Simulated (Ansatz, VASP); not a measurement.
## TaRu2 in VASP and in Ansatz

The input INCAR:

```
  ALGO = Fast
  EDIFF = 1E-6
  ENCUT = 520
  GGA = PE
  ISIF = 2
  ISMEAR = 0
  LASPH = T
  LCHARG = F
  LREAL = F
  LWAVE = F
  NBANDS = 48
  NELM = 80
  PREC = Accurate
  SIGMA = 0.1
```

Contents of KPOINTS:

```
k-points
0
Gamma
  4 4 4
```

File POSCAR:

```
TaRu2
1.0
    0.0000000000      3.6168374300      3.6168374300
    3.6168374300      0.0000000000      3.6168374300
    3.6168374300      3.6168374300      0.0000000000
Ta Ru
2 4
Direct
    0.0000000000      0.0000000000      0.0000000000
    0.2500000000      0.2500000000      0.2500000000
    0.6250000000      0.6250000000      0.6250000000
    0.1250000000      0.6250000000      0.6250000000
    0.6250000000      0.6250000000      0.1250000000
    0.6250000000      0.1250000000      0.6250000000
```

Input for Ansatz:

```yaml
crystal:
  lattice:
    - [0.0, 3.61683743, 3.61683743]
    - [3.61683743, 0.0, 3.61683743]
    - [3.61683743, 3.61683743, 0.0]
  atoms:
    - { symbol: Ta, position: [0.0, 0.0, 0.0] }
    - { symbol: Ta, position: [0.25, 0.25, 0.25] }
    - { symbol: Ru, position: [0.625, 0.625, 0.625] }
    - { symbol: Ru, position: [0.125, 0.625, 0.625] }
    - { symbol: Ru, position: [0.625, 0.625, 0.125] }
    - { symbol: Ru, position: [0.625, 0.125, 0.625] }
basis:
  ecutwfc: 420
kpoints:
  mp_grid: { grid: [4, 4, 4] }
hamiltonian:
  xc: pbe
scf:
  occupations: { method: gaussian, width: 0.1 }
  lower_state_search: "off"
output:
  forces: true
  stress: true
  eigenvalues: true
```

Change from the starting cell: species swapped into the EuAl2 type (Fd-3m, No. 227).

Alike in both runs: task single point; functional PBE; k mesh 4 × 4 × 4; occupations gaussian, width 0.1 eV; no spin polarisation.

|  | VASP | Ansatz |
| --- | --- | --- |
| version | VASP 6.6.1 | Ansatz 0.2.0 |
| potentials or method | VASP PAW PBE potentials, release 64 (Ta_pv, Ru_pv), cutoff 520 eV | scalar-relativistic, plane waves, PAW |
| valence electrons in the cell | 78 | 90 |

|  | VASP | Ansatz | Ansatz less VASP |
| --- | --- | --- | --- |
| gap on the k mesh at the Fermi level (eV) | none | none | - |
| pressure (GPa) | -3.3 | -3.3 | +0.01 |

A gap of «none» marks a metal or a gap that the smearing closes. VASP's potentials hold 78 valence electrons a cell and Ansatz's 90, so a difference there can come from the potentials and not from the codes.

The k mesh is coarse, so the values compare programs but aren't converged. Neither program's run includes spin-orbit coupling.
